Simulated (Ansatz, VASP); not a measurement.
MgCd2SeS2 in VASP and in Ansatz

Contents of INCAR:

```
PREC     = Accurate       # precision mode
ENCUT    = 520            # plane-wave cutoff, eV
EDIFF    = 1E-6           # SCF threshold, eV
ISMEAR   = 0              # smearing method
SIGMA    = 0.1            # smearing width, eV
LREAL    = F              # projectors in reciprocal space
LASPH    = T              # aspherical terms in the spheres
NELM     = 80             # most SCF steps
ALGO     = Normal         # electronic algorithm
ISIF     = 2              # what is computed and relaxed
LWAVE    = F              # write WAVECAR
LCHARG   = F              # write CHGCAR
GGA      = PE             # functional
NBANDS   = 31             # bands
```

File KPOINTS:

```
regular mesh
0
Gamma
  4 4 4
```

Contents of POSCAR:

```
MgCd2SeS2
1.0
    4.5062786800      0.0000000000      0.0000000000
    0.0000000000      4.5062786800      0.0000000000
    0.0000000000      0.0000000000      5.9491166400
Mg Cd Se S
1 2 1 2
Direct
    0.0000000000      0.0000000000      0.0000000000
    0.0000000000      0.5000000000      0.5000000000
    0.5000000000      0.0000000000      0.5000000000
    0.0000000000      0.0000000000      0.5000000000
    0.5000000000      0.5000000000      0.7713990200
    0.5000000000      0.5000000000      0.2286009800
```

Input for Ansatz:

```yaml
crystal:
  lattice:
    - [4.50627868, 0.0, 0.0]
    - [0.0, 4.50627868, 0.0]
    - [0.0, 0.0, 5.94911664]
  atoms:
    - { symbol: Mg, position: [0.0, 0.0, 0.0] }
    - { symbol: Cd, position: [0.0, 0.5, 0.5] }
    - { symbol: Cd, position: [0.5, 0.0, 0.5] }
    - { symbol: Se, position: [0.0, 0.0, 0.5] }
    - { symbol: S, position: [0.5, 0.5, 0.77139902] }
    - { symbol: S, position: [0.5, 0.5, 0.22860098] }
basis:
  ecutwfc: 420
kpoints:
  mp_grid: { grid: [4, 4, 4] }
hamiltonian:
  xc: pbe
scf:
  occupations: { method: gaussian, width: 0.1 }
  lower_state_search: "off"
output:
  forces: true
  stress: true
  eigenvalues: true
```

Change from the starting cell: species swapped into the CeCr2Si2C type (P4/mmm, No. 123).

Alike in both runs: task single point; functional PBE; k mesh 4 × 4 × 4; occupations gaussian, width 0.1 eV; no spin polarisation.

|  | VASP | Ansatz |
| --- | --- | --- |
| version | VASP 6.6.1 | Ansatz 0.2.0 |
| potentials or method | VASP PAW PBE potentials, release 64 (Mg, Cd, Se, S), cutoff 520 eV | scalar-relativistic, plane waves, PAW |
| valence electrons in the cell | 44 | 78 |

```tsv
	VASP	Ansatz	Ansatz less VASP
gap on the k mesh at the Fermi level (eV)	none	none	-
pressure (GPa)	26.5	25.5	-1.02
traceless stress, the component that is largest in VASP (GPa)	-19.07	-18.22	+0.854
rms of the force components (eV/Å)	0.216	0.196	-0.0205
```

Atom by atom the forces differ by 0.021 eV/Å (rms over components). A gap of «none» marks a metal or a gap that the smearing closes. The functional is the same, so the differences come from potentials, cutoffs and numerics. VASP's potentials hold 44 valence electrons a cell and Ansatz's 78, so a difference there can come from the potentials and not from the codes.
